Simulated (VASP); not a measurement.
Wanted: the native input for a VASP 6.6.1 run.

| Item | Value |
| --- | --- |
| Task | single point |
| Functional | PBE |
| Potentials or basis | VASP PAW PBE potentials, release 64 (Ga_d, O) |
| Cutoff | 520 eV |
| k mesh | 6 × 6 × 4 |
| Occupations | gaussian, width 0.1 eV |
| Spin | no spin polarisation |
| Dipole correction | no |
| Further INCAR settings | ALGO = Normal; EDIFF = 1e-07; NBANDS = 55 |

The structure of Ga2O3 lies in POSCAR:

```
Ga2O3
1.0
    6.1402367086     -1.5237836756      0.0000000000
    6.1402367086      1.5237836756      0.0000000000
   -1.3841308865      0.0000000000      5.6503488592
Ga O
4 6
Direct
    0.3411617000      0.3411617000      0.6852696600
    0.6588383000      0.6588383000      0.3147303400
    0.9095256000      0.9095256000      0.2052140000
    0.0904744000      0.0904744000      0.7947860000
    0.5035308700      0.5035308700      0.7433359100
    0.4964691300      0.4964691300      0.2566640900
    0.8266289400      0.8266289400      0.4367698400
    0.1733710600      0.1733710600      0.5632301600
    0.1645049800      0.1645049800      0.1091540800
    0.8354950200      0.8354950200      0.8908459200
```

One way to write it, as run:

INCAR

```
SYSTEM = Ga2O3
PREC     = Accurate       ! precision mode
ENCUT    = 520            ! plane-wave cutoff, eV
EDIFF    = 1E-7           ! SCF threshold, eV
ISMEAR   = 0              ! smearing method
SIGMA    = 0.1            ! smearing width, eV
LREAL    = .FALSE.        ! projectors in reciprocal space
LASPH    = .TRUE.         ! aspherical terms in the spheres
NELM     = 60             ! most SCF steps
ALGO     = Normal         ! electronic algorithm
ISIF     = 2              ! what is computed and relaxed
LWAVE    = .FALSE.        ! write WAVECAR
LCHARG   = .FALSE.        ! write CHGCAR
GGA      = PE             ! functional
NBANDS   = 55             ! bands
```

KPOINTS

```
regular mesh
0
G
  6 6 4
  0 0 0
```

Potentials or basis: VASP PAW PBE potentials, release 64 (Ga_d, O).

Command:

```bash
$ cat potpaw_PBE.64/Ga_d/POTCAR potpaw_PBE.64/O/POTCAR > POTCAR
$ mpirun -np 1 vasp_std > vasp.out
```

Results of the run:

```yaml
Pressure: 7.4 GPa
Largest_force: 0.171 eV/Å
Band_gap_on_the_k_mesh: 2.30 eV, indirect (least direct gap 2.31 eV)
```

Run time: 16 min on 1 thread of Oxide Virtual Turin-like Processor (shared host), peak memory 0.39 GiB.
